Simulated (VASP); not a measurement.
# Zr5N (Cmmm) in VASP: notebook

Runs on Zr5N. Level: PBE. Tasks: single point.

Program: VASP 6.6.1. These are calculated values, not measurements. Logs are shortened: lines on timing, memory, paths and dates and some standing lists are left out, and cuts for length are marked.

## Step 1: The cell of the first run

The structure is orthorhombic, space group Cmmm (No. 65). Conventional cell: a = 3.382 Å, b = 11.167 Å, c = 7.274 Å, α = 90.00°, β = 90.00°, γ = 90.00°. Zr (site symmetry m) has 1 N at 2.13 Å within 2.8 Å. Within 4.1 Å of Zr (site symmetry mmm) lie 10 Zr at 3.07 to 3.38 Å and 4 N at 4.01 Å. N (site symmetry mmm) has 4 Zr at 2.13 Å within 2.8 Å.

The cell was generated, and may not be a known phase.

## Step 2: Single point, PBE

File INCAR:

```
SYSTEM = Zr5N
  PREC = Accurate
  ENCUT = 520
  EDIFF = 1E-7
  ISMEAR = 0
  SIGMA = 0.1
  LREAL = .False.
  LASPH = .True.
  NELM = 100
  ALGO = Normal
  ISIF = 2
  LWAVE = .False.
  LCHARG = .False.
  GGA = PE
  NBANDS = 42
```

File KPOINTS:

```
regular mesh
0
Gamma
  4 4 4
  0 0 0
```

File POSCAR:

```
Zr5N
1.0
    1.6911312746     -5.5834010519      0.0000000000
    1.6911312746      5.5834010519      0.0000000000
    0.0000000000      0.0000000000      7.2744750848
Zr N
5 1
Direct
    0.8678550980      0.1321449020      0.2118390714
    0.1321449020      0.8678550980      0.2118390714
    0.1321449020      0.8678550980      0.7881609286
    0.8678550980      0.1321449020      0.7881609286
    0.5000000000      0.5000000000      0.5000000000
    0.0000000000      0.0000000000      0.0000000000
```

Potentials or basis: VASP PAW PBE potentials, release 64 (Zr_sv, N).

On the command line:

```
$ cat potpaw_PBE.64/Zr_sv/POTCAR potpaw_PBE.64/N/POTCAR > POTCAR
$ mpirun -np 1 vasp_std > vasp.out
```

OUTCAR:

```text
SYSTEM = Zr5N
   PREC = Accurate
   ENCUT = 520
   EDIFF = 1E-7
   ISMEAR = 0
   LREAL = .False.
   LASPH = .True.
   NELM = 100
   ISIF = 2
   GGA = PE

 ion  position               nearest neighbor table
   1  0.868  0.132  0.212-   6 2.13   2 2.95   5 3.07   5 3.07   4 3.08   2 3.13   2 3.13
   2  0.132  0.868  0.212-   6 2.13   1 2.95   5 3.07   5 3.07   3 3.08   1 3.13   1 3.13
   3  0.132  0.868  0.788-   6 2.13   4 2.95   5 3.07   5 3.07   2 3.08   4 3.13   4 3.13
   4  0.868  0.132  0.788-   6 2.13   3 2.95   5 3.07   5 3.07   1 3.08   3 3.13   3 3.13
   5  0.500  0.500  0.500-   2 3.07   3 3.07   1 3.07   4 3.07   2 3.07   3 3.07   1 3.07   4 3.07

   6  0.000  0.000  0.000-   1 2.13   2 2.13   3 2.13   4 2.13

  LATTYP: Found a base centered orthorhombic cell.
 ALAT       =     3.3822625492
 B/A-ratio  =     3.3015775509
 C/A-ratio  =     2.1507718514

  Lattice vectors:

 A1 = (   1.6911312746,  -5.5834010519,   0.0000000000)
 A2 = (   1.6911312746,   5.5834010519,   0.0000000000)
 A3 = (   0.0000000000,   0.0000000000,   7.2744750848)

Analysis of symmetry for initial positions (statically):
=====================================================================
 Subroutine PRICEL returns:
 Original cell was already a primitive cell.

 Routine SETGRP: Setting up the symmetry group for a
 base centered orthorhombic supercell.

 Subroutine GETGRP returns: Found  8 space group operations
 (whereof  8 operations were pure point group operations)
 out of a pool of  8 trial point group operations.

The static configuration has the point symmetry D_2h.

Analysis of symmetry for dynamics (positions and initial velocities):
=====================================================================
 Subroutine PRICEL returns:
 Original cell was already a primitive cell.

 Routine SETGRP: Setting up the symmetry group for a
 base centered orthorhombic supercell.

 Subroutine GETGRP returns: Found  8 space group operations
 (whereof  8 operations were pure point group operations)
 out of a pool of  8 trial point group operations.

The dynamic configuration has the point symmetry D_2h.

 Subroutine INISYM returns: Found  8 space group operations
 (whereof  8 operations are pure point group operations),
 and found     1 'primitive' translations

----------------------------------------------------------------------------------------

                                     Primitive cell

  volume of cell :     137.3750

  direct lattice vectors                    reciprocal lattice vectors
     1.691131275 -5.583401052  0.000000000     0.295660075 -0.089551153  0.000000000
     1.691131275  5.583401052  0.000000000     0.295660075  0.089551153  0.000000000
     0.000000000  0.000000000  7.274475085     0.000000000  0.000000000  0.137466963

  length of vectors
     5.833891694  5.833891694  7.274475085     0.308924407  0.308924407  0.137466963

  position of ions in fractional coordinates (direct lattice)
     0.867855098  0.132144902  0.211839071
     0.132144902  0.867855098  0.211839071
     0.132144902  0.867855098  0.788160929
     0.867855098  0.132144902  0.788160929
     0.500000000  0.500000000  0.500000000
     0.000000000  0.000000000  0.000000000

  ion indices of the primitive-cell ions
   primitive index   ion index
                 1           1
                 2           2
                 3           3
                 4           4
                 5           5
                 6           6

----------------------------------------------------------------------------------------

 KPOINTS: regular mesh

Automatic generation of k-mesh.
 Grid dimensions read from file:
 generate k-points for:    4    4    4

 Generating k-lattice:

  Cartesian coordinates                     Fractional coordinates (reciprocal lattice)
     0.073915019 -0.022387788  0.000000000     0.250000000  0.000000000  0.000000000
     0.073915019  0.022387788  0.000000000     0.000000000  0.250000000  0.000000000
     0.000000000  0.000000000  0.034366741     0.000000000  0.000000000  0.250000000

  Length of vectors
     0.077231102  0.077231102  0.034366741

  Shift w.r.t. Gamma in fractional coordinates (k-lattice)
     0.000000000  0.000000000  0.000000000

 Subroutine IBZKPT returns following result:
 ===========================================

 Found     21 irreducible k-points:

 Following reciprocal coordinates:
            Coordinates               Weight
  0.000000  0.000000  0.000000      1.000000
  0.250000  0.000000  0.000000      4.000000
  0.500000  0.000000  0.000000      2.000000
  0.250000  0.250000  0.000000      2.000000
  0.500000  0.250000  0.000000      4.000000
 -0.250000  0.250000  0.000000      2.000000
[... 13 lines left out ...]
 -0.250000  0.250000  0.500000      2.000000
  0.500000  0.500000  0.500000      1.000000
   k-points           NKPTS =     21   k-points in BZ     NKDIM =     21   number of bands    NBANDS=     42
   number of dos      NEDOS =    301   number of ions     NIONS =      6
   total plane-waves  NPLWV = 124416
   dimension x,y,z NGX =    48 NGY =   48 NGZ =   54
   dimension x,y,z NGXF=    96 NGYF=   96 NGZF=  108
   ions per type =               5   1
   NGX,Y,Z   is equivalent  to a cutoff of  13.68, 13.68, 12.34 a.u.
   NGXF,Y,Z  is equivalent  to a cutoff of  27.36, 27.36, 24.68 a.u.
 SYSTEM =  Zr5N
   PREC   = accura    normal or accurate (medium, high low for compatibility)
   ISTART =      0    job   : 0-new  1-cont  2-samecut
   ICHARG =      2    charge: 1-file 2-atom 10-const
   ISPIN  =      1    spin polarized calculation?
   LNONCOLLINEAR =      F non collinear calculations
   LSORBIT =      F    spin-orbit coupling
   LASPH  =      T    aspherical Exc in radial PAW
   ENCUT  =  520.0 eV  38.22 Ry    6.18 a.u.  10.85 10.85 13.53*2*pi/ulx,y,z
   NELM   =    100;   NELMIN=  2; NELMDL= -5     # of ELM steps
   EDIFF  = 0.1E-06   stopping-criterion for ELM
   LREAL  =      F    real-space projection
   EDIFFG = 0.1E-05   stopping-criterion for IOM
   NSW    =      0    number of steps for IOM
   IBRION =     -1    ionic relax: 0-MD 1-quasi-New 2-CG
   NFREE  =      0    steps in history (QN), initial steepest desc. (CG)
   ISIF   =      2    stress and relaxation
   ISYM   =      2    0-nonsym 1-usesym 2-fastsym
   POTIM  = 0.5000    time-step for ionic-motion
   TEBEG  =    0.0;   TEEND  =   0.0 temperature during run
   PSTRESS=    0.0 pullay stress
   NELECT =      65.0000    total number of electrons
   NUPDOWN=      -1.0000    fix difference up-down
   EMIN   =  10.00;   EMAX   =-10.00  energy-range for DOS
   EFERMI =   0.00;   METHOD = LEGACY
   ISMEAR =     0;   SIGMA  =   0.10  broadening in eV -4-tet -1-fermi 0-gaus
   EFERMI_NEDOS =   21; number of points for ismear=-14 and -15
   IALGO  =     38    algorithm
   IMIX   =      4    mixing-type and parameters
     AMIX     =   0.40;   BMIX     =  1.00
     AMIX_MAG =   1.60;   BMIX_MAG =  1.00
  volume/ion in A,a.u.               =      22.90       154.51
  Fermi-wavevector in a.u.,A,eV,Ry     =   1.275685  2.410695 22.141733  1.627371
  Thomas-Fermi vector in A             =   2.408383
   LORBIT       =      0    0 simple, 1 ext, 2 COOP (PROOUT), +10 PAW based schemes
   GGA     = PE    functional components
   LHFCALC =     F    Hartree Fock is set to
   AEXX    =    0.0000 exact exchange contribution
   IVDW    =     0    specifies the selected vdW correction
   LEPSILON=     F    determine dielectric tensor
   LRPA    =     F    only Hartree local field effects (RPA)
 non-spin polarized calculation
 Gauss-broadening in eV      SIGMA  =   0.10
  energy-cutoff  :      520.00
  volume of cell :      137.38
 maximum number of plane-waves:      3728
 NGX is ok and might be reduce to    48
   NGX = 21   NGY = 21   NGZ = 27

 number of electron      65.0000000 magnetization

 Free energy of the ion-electron system (eV)
  ---------------------------------------------------
  ext. energy  EPLUGINS =         0.00000000
  ---------------------------------------------------
  free energy    TOTEN  =       -51.08745535 eV

  energy without entropy =      -51.05047369  energy(sigma->0) =      -51.06896452

 E-fermi :   7.2882     XC(G=0): -10.4900

 val. band max:        7.2761851046   @ k =   0.2500   0.0000   0.2500
 cond. band min:       7.3299384126   @ k =   0.5000   0.2500   0.2500
 fundamental gap:      0.0537533080
 Fermi energy:         7.2882479483

 k-point     1 :       0.0000    0.0000    0.0000
  band No.  band energies     occupation
      1     -41.4458      2.00000
      2     -41.3944      2.00000
      3     -41.3102      2.00000
      4     -41.2707      2.00000
      5     -40.8439      2.00000
      6     -20.0665      2.00000
[... 34 lines left out ...]
     41       9.6814      0.00000
     42       9.8947      0.00000

 k-point     2 :       0.2500    0.0000    0.0000
  band No.  band energies     occupation
      1     -41.4161      2.00000
      2     -41.3697      2.00000
      3     -41.3115      2.00000
      4     -41.2719      2.00000
      5     -40.8361      2.00000
      6     -19.9920      2.00000
[... 34 lines left out ...]
     41       9.8210      0.00000
     42       9.9446      0.00000

 k-point     3 :       0.5000    0.0000    0.0000
  band No.  band energies     occupation
      1     -41.3812      2.00000
      2     -41.3399      2.00000
      3     -41.3175      2.00000
      4     -41.2781      2.00000
      5     -40.8287      2.00000
      6     -19.9206      2.00000
[... 34 lines left out ...]
     41      10.3332      0.00000
     42      10.7276      0.00000

 k-point     4 :       0.2500    0.2500    0.0000
  band No.  band energies     occupation
      1     -41.3812      2.00000
      2     -41.3399      2.00000
      3     -41.3175      2.00000
      4     -41.2781      2.00000
      5     -40.8287      2.00000
      6     -19.9238      2.00000
[... 709 lines left out ...]
     41       9.5537      0.00000
     42      10.0830      0.00000

 k-point    20 :      -0.2500    0.2500    0.5000
  band No.  band energies     occupation
      1     -41.4177      2.00000
      2     -41.3863      2.00000
      3     -41.3283      2.00000
      4     -41.2914      2.00000
      5     -40.8424      2.00000
      6     -19.9572      2.00000
[... 34 lines left out ...]
     41       9.6540      0.00000
     42       9.6960      0.00000

 k-point    21 :       0.5000    0.5000    0.5000
  band No.  band energies     occupation
      1     -41.3745      2.00000
      2     -41.3720      2.00000
      3     -41.3459      2.00000
      4     -41.3329      2.00000
      5     -40.8417      2.00000
      6     -19.8229      2.00000
[... 34 lines left out ...]
     41       9.9231      0.00000
     42      10.0536      0.00000

------------------------ aborting loop because EDIFF is reached ----------------------------------------

  FORCE on cell =-STRESS in cart. coord.  units (eV):
  Direction    XX          YY          ZZ          XY          YZ          ZX
  --------------------------------------------------------------------------------------
  -------------------------------------------------------------------------------------
  Total       -0.0686919      0.1320554      0.0826826     -0.0000000      0.0000000      0.0000000
  in kB       -0.8011396      1.5401357      0.9643106     -0.0000000      0.0000000      0.0000000
  external PRESSURE =       0.5677689 kB  Pullay stress =       0.0000000 kB

 VOLUME and BASIS-vectors are now :
 -----------------------------------------------------------------------------
  energy-cutoff  :      520.00
  volume of cell :      137.38
      direct lattice vectors                 reciprocal lattice vectors
     1.691131275 -5.583401052  0.000000000     0.295660075 -0.089551153  0.000000000
     1.691131275  5.583401052  0.000000000     0.295660075  0.089551153  0.000000000
     0.000000000  0.000000000  7.274475085     0.000000000  0.000000000  0.137466963

 POSITION                                       TOTAL-FORCE (eV/Angst)
 -----------------------------------------------------------------------------------
      1.69113     -4.10777      1.54102         0.000000      0.018343     -0.007775
      1.69113      4.10777      1.54102         0.000000     -0.018343     -0.007775
      1.69113      4.10777      5.73346         0.000000     -0.018343      0.007775
      1.69113     -4.10777      5.73346         0.000000      0.018343      0.007775
      1.69113      0.00000      3.63724         0.000000      0.000000      0.000000
      0.00000      0.00000      0.00000         0.000000     -0.000000      0.000000
 -----------------------------------------------------------------------------------
    total drift:                                0.000000     -0.000000      0.000000

  FREE ENERGIE OF THE ION-ELECTRON SYSTEM (eV)
  ---------------------------------------------------
  free  energy   TOTEN  =       -51.0874553471 eV

  energy  without entropy=      -51.0504736905  energy(sigma->0) =      -51.06896452
```

Wall time 2.5 min (1 thread of AMD EPYC 9R45 (Zen 5), shared host); peak memory 0.35 GiB.

Results:

- Free energy: -51.0875 eV
- Pressure: 0.1 GPa
- Largest force: 0.020 eV/Å
- Band gap on the k mesh: zero (an odd number of electrons rules out a gap without spin polarisation)

Forces on the atoms (eV/Å):
```
Zr   0.000  0.018 -0.008
Zr   0.000 -0.018 -0.008
Zr   0.000 -0.018  0.008
Zr   0.000  0.018  0.008
Zr   0.000  0.000  0.000
N    0.000  0.000  0.000
```

Stress tensor (GPa, compression positive):
```
-0.08  0.00  0.00
 0.00  0.15  0.00
 0.00  0.00  0.10
```

Levels at points of the mesh, in eV from the Fermi level:
```
           k point  band 29  band 30  band 31  band 32  band 33  band 34  band 35  band 36  band 37  band 38
(0.00, 0.00, 0.00)    -1.43    -1.40    -0.66     0.45     0.52     0.89     0.95     0.96     1.84     2.02
(0.50, 0.00, 0.00)    -0.93    -0.75    -0.49    -0.48    -0.29     0.67     0.86     1.05     1.19     2.54
(0.50, 0.50, 0.00)    -1.35    -0.98    -0.88     0.23     0.28     0.40     0.97     1.15     1.42     1.72
(0.00, 0.00, 0.50)    -1.52    -0.98    -0.91    -0.02     0.75     1.17     1.53     1.54     1.65     1.78
(0.50, 0.00, 0.50)    -0.96    -0.61    -0.57    -0.38     0.30     0.77     0.89     0.91     1.25     1.67
(0.50, 0.50, 0.50)    -1.84    -0.37    -0.24    -0.14     0.04     0.07     0.63     0.96     0.98     1.79
```

Caveat: the k points lie up to 0.49 Å⁻¹ apart, too coarse for converged energies and pressures of a metal.

## Step 3: Single point, PBE

This run uses another cell than the first one, of 18.03 Å³/atom.

File INCAR:

```
PREC = Accurate
ENCUT = 520
EDIFF = 1E-6
ISMEAR = 0
SIGMA = 0.1
LREAL = F
LASPH = T
NELM = 80
ALGO = Normal
ISIF = 2
LWAVE = F
LCHARG = F
GGA = PE
NBANDS = 42
```

File KPOINTS:

```
Automatic mesh
0
Gamma
  4 4 4
```

File POSCAR:

```
Zr5N
1.0
    2.4880686100     -4.4782409300      0.0000000000
    2.4880686100      4.4782409300      0.0000000000
    0.0000000000      0.0000000000      4.8533255500
Zr N
5 1
Direct
    0.7259193300      0.2740806700      0.2605965500
    0.2740806700      0.7259193300      0.2605965500
    0.2740806700      0.7259193300      0.7394034500
    0.7259193300      0.2740806700      0.7394034500
    0.5000000000      0.5000000000      0.5000000000
    0.0000000000      0.0000000000      0.0000000000
```

Potentials or basis: VASP PAW PBE potentials, release 64 (Zr_sv, N).

On the command line:

```
$ cat potpaw_PBE.64/Zr_sv/POTCAR potpaw_PBE.64/N/POTCAR > POTCAR
$ mpirun -np 1 vasp_std > vasp.out
```

Run time: 68 s. Hardware: 1 thread of AMD EPYC 9R45 (Zen 5), shared host; peak memory 0.23 GiB.

The run converged. Its results:

* Free energy: -34.3918 eV
* Pressure: 40.8 GPa
* Largest force: 6.191 eV/Å
* Band gap on the k mesh: zero (an odd number of electrons rules out a gap without spin polarisation)

Forces in eV/Å, atoms in the order of the input:
```
Zr   0.000 -3.865 -4.837
Zr   0.000  3.865 -4.837
Zr   0.000  3.865  4.837
Zr   0.000 -3.865  4.837
Zr   0.000  0.000  0.000
N    0.000  0.000  0.000
```

Stress tensor (GPa, compression positive):
```
28.31  0.00  0.00
 0.00 28.26  0.00
 0.00  0.00 65.78
```

Levels at points of the mesh, in eV from the Fermi level:
| k point | band 29 | band 30 | band 31 | band 32 | band 33 | band 34 | band 35 | band 36 | band 37 | band 38 |
| --- | --- | --- | --- | --- | --- | --- | --- | --- | --- | --- |
| (0.00, 0.00, 0.00) | -1.25 | -1.08 | -0.81 | -0.77 | -0.19 | -0.08 | 0.18 | 0.48 | 0.65 | 2.77 |
| (0.50, 0.00, 0.00) | -1.60 | -1.37 | -0.64 | -0.02 | -0.02 | 0.64 | 0.66 | 1.11 | 1.12 | 1.66 |
| (0.50, 0.50, 0.00) | -1.61 | -1.32 | -0.79 | -0.71 | -0.34 | -0.27 | -0.07 | 0.68 | 0.72 | 1.81 |
| (0.00, 0.00, 0.50) | -1.41 | -1.21 | -0.01 | 0.10 | 0.15 | 0.63 | 0.79 | 1.41 | 1.52 | 2.08 |
| (0.50, 0.00, 0.50) | -0.94 | -0.57 | -0.11 | 0.16 | 0.21 | 0.24 | 1.59 | 1.72 | 1.78 | 1.88 |
| (0.50, 0.50, 0.50) | -1.22 | -0.72 | -0.53 | -0.19 | 0.30 | 0.67 | 1.29 | 1.40 | 1.65 | 2.10 |

Caveat: the k points lie up to 0.36 Å⁻¹ apart, too coarse for converged energies and pressures of a metal; forces of over 1 eV/Å act on the atoms, so gaps and moduli don't describe the material at rest.

The gap in the log of VASP goes by the Fermi energy; the results here count the filled bands.